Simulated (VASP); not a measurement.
# PdI (zincblende type) (F-43m) in VASP: further runs

The runs below take PdI (zincblende type) through single point, relaxation of cell and atoms, with LDA.

All numbers are computed with VASP 6.6.1; they aren't measurements. Logs are shortened: lines on timing, memory, paths and dates and some standing lists are left out, and cuts for length are marked.

## (1) The cell of the first run

Symmetry: F-43m, No. 216, cubic system. The conventional cell has a = 5.810 Å, b = 5.810 Å, c = 5.810 Å, α = 90.00°, β = 90.00°, γ = 90.00°. Within 3.3 Å of Pd (site symmetry -43m) lie 4 I at 2.52 Å. I (site symmetry -43m) has 4 Pd at 2.52 Å within 3.3 Å.

## (2) Single point, LDA

The input, INCAR:

```
SYSTEM = PdI
  PREC = Accurate
  ENCUT = 520
  EDIFF = 1E-7
  ISMEAR = -1
  SIGMA = 0.1
  LREAL = .FALSE.
  LASPH = .TRUE.
  NELM = 80
  ALGO = Normal
  ISIF = 2
  LWAVE = .FALSE.
  LCHARG = .FALSE.
  GGA = CA
  NBANDS = 16
```

The input, KPOINTS:

```
regular mesh
0
G
  11 11 11
  0 0 0
```

The input, POSCAR:

```
PdI
1.0
    0.0000000000      2.9049476197      2.9049476197
    2.9049476197      0.0000000000      2.9049476197
    2.9049476197      2.9049476197      0.0000000000
Pd I
1 1
Direct
    0.0000000000      0.0000000000      0.0000000000
    0.2500000000      0.2500000000      0.2500000000
```

Potentials or basis: VASP PAW LDA potentials, release 64 (Pd, I).

Command:

```
$ cat potpaw_LDA.64/Pd/POTCAR potpaw_LDA.64/I/POTCAR > POTCAR
$ mpirun -np 1 vasp_std > vasp.out
```

OUTCAR:

```text
SYSTEM = PdI
   PREC = Accurate
   ENCUT = 520
   EDIFF = 1E-7
   ISMEAR = -1
   LREAL = .FALSE.
   LASPH = .TRUE.
   NELM = 80
   ISIF = 2
   GGA = CA

 ion  position               nearest neighbor table
   1  0.000  0.000  0.000-   2 2.52   2 2.52   2 2.52   2 2.52
   2  0.250  0.250  0.250-   1 2.52   1 2.52   1 2.52   1 2.52

  LATTYP: Found a face centered cubic cell.
 ALAT       =     5.8098952394

  Lattice vectors:

 A1 = (   0.0000000000,   2.9049476197,   2.9049476197)
 A2 = (   2.9049476197,   0.0000000000,   2.9049476197)
 A3 = (   2.9049476197,   2.9049476197,   0.0000000000)

Analysis of symmetry for initial positions (statically):
=====================================================================
 Subroutine PRICEL returns:
 Original cell was already a primitive cell.

 Routine SETGRP: Setting up the symmetry group for a
 face centered cubic supercell.

 Subroutine GETGRP returns: Found 24 space group operations
 (whereof 24 operations were pure point group operations)
 out of a pool of 48 trial point group operations.

The static configuration has the point symmetry T_d .

Analysis of symmetry for dynamics (positions and initial velocities):
=====================================================================
 Subroutine PRICEL returns:
 Original cell was already a primitive cell.

 Routine SETGRP: Setting up the symmetry group for a
 face centered cubic supercell.

 Subroutine GETGRP returns: Found 24 space group operations
 (whereof 24 operations were pure point group operations)
 out of a pool of 48 trial point group operations.

The dynamic configuration has the point symmetry T_d .

 Subroutine INISYM returns: Found 24 space group operations
 (whereof 24 operations are pure point group operations),
 and found     1 'primitive' translations

----------------------------------------------------------------------------------------

                                     Primitive cell

  volume of cell :      49.0281

  direct lattice vectors                    reciprocal lattice vectors
     0.000000000  2.904947620  2.904947620    -0.172120143  0.172120143  0.172120143
     2.904947620  0.000000000  2.904947620     0.172120143 -0.172120143  0.172120143
     2.904947620  2.904947620  0.000000000     0.172120143  0.172120143 -0.172120143

  length of vectors
     4.108216322  4.108216322  4.108216322     0.298120833  0.298120833  0.298120833

  position of ions in fractional coordinates (direct lattice)
     0.000000000  0.000000000  0.000000000
     0.250000000  0.250000000  0.250000000

  ion indices of the primitive-cell ions
   primitive index   ion index
                 1           1
                 2           2

----------------------------------------------------------------------------------------

 KPOINTS: regular mesh

Automatic generation of k-mesh.
 Grid dimensions read from file:
 generate k-points for:   11   11   11

 Generating k-lattice:

  Cartesian coordinates                     Fractional coordinates (reciprocal lattice)
    -0.015647286  0.015647286  0.015647286     0.090909091  0.000000000  0.000000000
     0.015647286 -0.015647286  0.015647286     0.000000000  0.090909091  0.000000000
     0.015647286  0.015647286 -0.015647286     0.000000000  0.000000000  0.090909091

  Length of vectors
     0.027101894  0.027101894  0.027101894

  Shift w.r.t. Gamma in fractional coordinates (k-lattice)
     0.000000000  0.000000000  0.000000000

 Subroutine IBZKPT returns following result:
 ===========================================

 Found     56 irreducible k-points:

 Following reciprocal coordinates:
            Coordinates               Weight
  0.000000  0.000000  0.000000      1.000000
  0.090909  0.000000  0.000000      8.000000
  0.181818  0.000000  0.000000      8.000000
  0.272727  0.000000  0.000000      8.000000
  0.363636  0.000000  0.000000      8.000000
  0.454545  0.000000  0.000000      8.000000
[... 16 lines left out ...]
 -0.272727  0.181818  0.000000     24.000000
 -0.181818  0.181818  0.000000     12.000000
 [... further k-points ...]
   k-points           NKPTS =     56   k-points in BZ     NKDIM =     56   number of bands    NBANDS=     16
   number of dos      NEDOS =    301   number of ions     NIONS =      2
   total plane-waves  NPLWV =  32768
   dimension x,y,z NGX =    32 NGY =   32 NGZ =   32
   dimension x,y,z NGXF=    64 NGYF=   64 NGZF=   64
   ions per type =               1   1
   NGX,Y,Z   is equivalent  to a cutoff of  12.95, 12.95, 12.95 a.u.
   NGXF,Y,Z  is equivalent  to a cutoff of  25.90, 25.90, 25.90 a.u.
 SYSTEM =  PdI
   PREC   = accura    normal or accurate (medium, high low for compatibility)
   ISTART =      0    job   : 0-new  1-cont  2-samecut
   ICHARG =      2    charge: 1-file 2-atom 10-const
   ISPIN  =      1    spin polarized calculation?
   LNONCOLLINEAR =      F non collinear calculations
   LSORBIT =      F    spin-orbit coupling
   LASPH  =      T    aspherical Exc in radial PAW
   ENCUT  =  520.0 eV  38.22 Ry    6.18 a.u.   7.64  7.64  7.64*2*pi/ulx,y,z
   NELM   =     80;   NELMIN=  2; NELMDL= -5     # of ELM steps
   EDIFF  = 0.1E-06   stopping-criterion for ELM
   LREAL  =      F    real-space projection
   EDIFFG = 0.1E-05   stopping-criterion for IOM
   NSW    =      0    number of steps for IOM
   IBRION =     -1    ionic relax: 0-MD 1-quasi-New 2-CG
   NFREE  =      0    steps in history (QN), initial steepest desc. (CG)
   ISIF   =      2    stress and relaxation
   ISYM   =      2    0-nonsym 1-usesym 2-fastsym
   POTIM  = 0.5000    time-step for ionic-motion
   TEBEG  =    0.0;   TEEND  =   0.0 temperature during run
   PSTRESS=    0.0 pullay stress
   NELECT =      17.0000    total number of electrons
   NUPDOWN=      -1.0000    fix difference up-down
   EMIN   =  10.00;   EMAX   =-10.00  energy-range for DOS
   EFERMI =   0.00;   METHOD = LEGACY
   ISMEAR =    -1;   SIGMA  =   0.10  broadening in eV -4-tet -1-fermi 0-gaus
   EFERMI_NEDOS =   21; number of points for ismear=-14 and -15
   IALGO  =     38    algorithm
   IMIX   =      4    mixing-type and parameters
     AMIX     =   0.40;   BMIX     =  1.00
     AMIX_MAG =   1.60;   BMIX_MAG =  1.00
  volume/ion in A,a.u.               =      24.51       165.43
  Fermi-wavevector in a.u.,A,eV,Ry     =   1.150119  2.173410 17.997434  1.322774
  Thomas-Fermi vector in A             =   2.286785
   LORBIT       =      0    0 simple, 1 ext, 2 COOP (PROOUT), +10 PAW based schemes
   GGA     = CA    functional components
   LHFCALC =     F    Hartree Fock is set to
   AEXX    =    0.0000 exact exchange contribution
   IVDW    =     0    specifies the selected vdW correction
   LEPSILON=     F    determine dielectric tensor
   LRPA    =     F    only Hartree local field effects (RPA)
 non-spin polarized calculation
  energy-cutoff  :      520.00
  volume of cell :       49.03
 maximum number of plane-waves:      1363
   NGX = 15   NGY = 15   NGZ = 15

 number of electron      17.0000001 magnetization

 Free energy of the ion-electron system (eV)
  ---------------------------------------------------
  ext. energy  EPLUGINS =         0.00000000
  ---------------------------------------------------
  free energy    TOTEN  =        -8.31265727 eV

  energy without entropy =       -8.26356459  energy(sigma->0) =       -8.28811093

 E-fermi :   7.0500     XC(G=0): -10.4609

 val. band max:        6.9998213664   @ k =   0.3636   0.2727   0.0909
 cond. band min:       7.0629143385   @ k =   0.2727   0.1818   0.0909
 fundamental gap:      0.0630929721
 Fermi energy:         7.0499777813

 k-point     1 :       0.0000    0.0000    0.0000
  band No.  band energies     occupation
      1      -7.8789      2.00000
      2       1.5674      2.00000
      3       1.5674      2.00000
      4       1.5674      2.00000
      5       4.1975      2.00000
      6       4.1975      2.00000
[... 8 lines left out ...]
     15      18.3401      0.00000
     16      18.3401      0.00000

 k-point     2 :       0.0909    0.0000    0.0000
  band No.  band energies     occupation
      1      -7.8317      2.00000
      2       1.4938      2.00000
      3       1.5924      2.00000
      4       1.5924      2.00000
      5       4.1858      2.00000
      6       4.1858      2.00000
[... 8 lines left out ...]
     15      17.5081      0.00000
     16      17.5081      0.00000

 k-point     3 :       0.1818    0.0000    0.0000
  band No.  band energies     occupation
      1      -7.7016      2.00000
      2       1.3117      2.00000
      3       1.6575      2.00000
      4       1.6575      2.00000
      5       4.1661      2.00000
      6       4.1661      2.00000
[... 8 lines left out ...]
     15      17.0316      0.00000
     16      17.0673      0.00000

 k-point     4 :       0.2727    0.0000    0.0000
  band No.  band energies     occupation
      1      -7.5225      2.00000
      2       1.1040      2.00000
      3       1.7374      2.00000
      4       1.7374      2.00000
      5       4.1716      2.00000
      6       4.1716      2.00000
[... 8 lines left out ...]
     15      17.1307      0.00000
     16      17.1307      0.00000

 k-point     5 :       0.3636    0.0000    0.0000
  band No.  band energies     occupation
      1      -7.3482      2.00000
      2       0.9418      2.00000
      3       1.8033      2.00000
      4       1.8033      2.00000
      5       4.2177      2.00000
      6       4.2177      2.00000
[... 8 lines left out ...]
     15      17.8092      0.00000
     16      17.8092      0.00000

 k-point     6 :       0.4545    0.0000    0.0000
  band No.  band energies     occupation
      1      -7.2396      2.00000
      2       0.8588      2.00000
      3       1.8380      2.00000
      4       1.8380      2.00000
      5       4.2704      2.00000
      6       4.2704      2.00000
[... 8 lines left out ...]
     15      18.7042      0.00000
     16      18.7042      0.00000
[... 267 lines left out ...]
 k-point    21 :      -0.4545    0.1818    0.0000
  band No.  band energies     occupation
      1      -7.1454      2.00000
      2       1.0214      2.00000
      3       1.6918      2.00000
      4       1.9648      2.00000
      5       4.0857      2.00000
      6       4.2561      2.00000
[... 8 lines left out ...]
     15      18.6623      0.00000
     16      18.8396      0.00000

 k-point    22 :      -0.3636    0.1818    0.0000
  band No.  band energies     occupation
      1      -7.1818      2.00000
      2       1.0805      2.00000
      3       1.6356      2.00000
      4       1.9319      2.00000
      5       4.1515      2.00000
      6       4.1576      2.00000
[... 8 lines left out ...]
     15      17.7749      0.00000
     16      18.9685      0.00000

 k-point    23 :      -0.2727    0.1818    0.0000
  band No.  band energies     occupation
      1      -7.3024      2.00000
      2       1.0910      2.00000
      3       1.6587      2.00000
      4       1.8640      2.00000
      5       4.0718      2.00000
      6       4.2780      2.00000
[... 8 lines left out ...]
     15      18.5091      0.00000
     16      19.5755      0.00000

 k-point    24 :      -0.1818    0.1818    0.0000
  band No.  band energies     occupation
      1      -7.4626      2.00000
      2       1.1278      2.00000
      3       1.6936      2.00000
      4       1.7778      2.00000
      5       4.0563      2.00000
      6       4.2674      2.00000
[... 8 lines left out ...]
     15      18.4429      0.00000
     16      19.0457      0.00000

 [... further k-points ...]
[... 5 lines left out ...]
  --------------------------------------------------------------------------------------
  -------------------------------------------------------------------------------------
  Total        2.7844163      2.7844163      2.7844163      0.0000000      0.0000000     -0.0000000
  in kB       90.9912939     90.9912939     90.9912939      0.0000000      0.0000000     -0.0000000
  external PRESSURE =      90.9912939 kB  Pullay stress =       0.0000000 kB

 VOLUME and BASIS-vectors are now :
 -----------------------------------------------------------------------------
  energy-cutoff  :      520.00
  volume of cell :       49.03
      direct lattice vectors                 reciprocal lattice vectors
     0.000000000  2.904947620  2.904947620    -0.172120143  0.172120143  0.172120143
     2.904947620  0.000000000  2.904947620     0.172120143 -0.172120143  0.172120143
     2.904947620  2.904947620  0.000000000     0.172120143  0.172120143 -0.172120143

 POSITION                                       TOTAL-FORCE (eV/Angst)
 -----------------------------------------------------------------------------------
      0.00000      0.00000      0.00000        -0.000000     -0.000000      0.000000
      1.45247      1.45247      1.45247         0.000000      0.000000     -0.000000
 -----------------------------------------------------------------------------------
    total drift:                               -0.000000     -0.000000     -0.000000

  FREE ENERGIE OF THE ION-ELECTRON SYSTEM (eV)
  ---------------------------------------------------
  free  energy   TOTEN  =        -8.3126572736 eV

  energy  without entropy=       -8.2635645916  energy(sigma->0) =       -8.28811093
```

Run time: 12 s. Hardware: 1 thread of Intel Xeon 6975P-C (Granite Rapids), shared host; peak memory 0.17 GiB.

What came out:

```
Free energy : -8.3127 eV
Pressure    : 9.1 GPa
```

Levels at points of the mesh, in eV from the Fermi level:
| k point | band 6 | band 7 | band 8 | band 9 | band 10 | band 11 | band 12 | band 13 |
| --- | --- | --- | --- | --- | --- | --- | --- | --- |
| (0.00, 0.00, 0.00) | -2.85 | 1.48 | 1.48 | 1.48 | 1.88 | 5.80 | 5.80 | 5.80 |

Caveat: spin-orbit coupling is left out, which moves the levels of the heavy elements; an odd number of electrons without spin polarisation forces a metal; a magnetic or distorted state may lie lower.

[end of part 1 of 2]
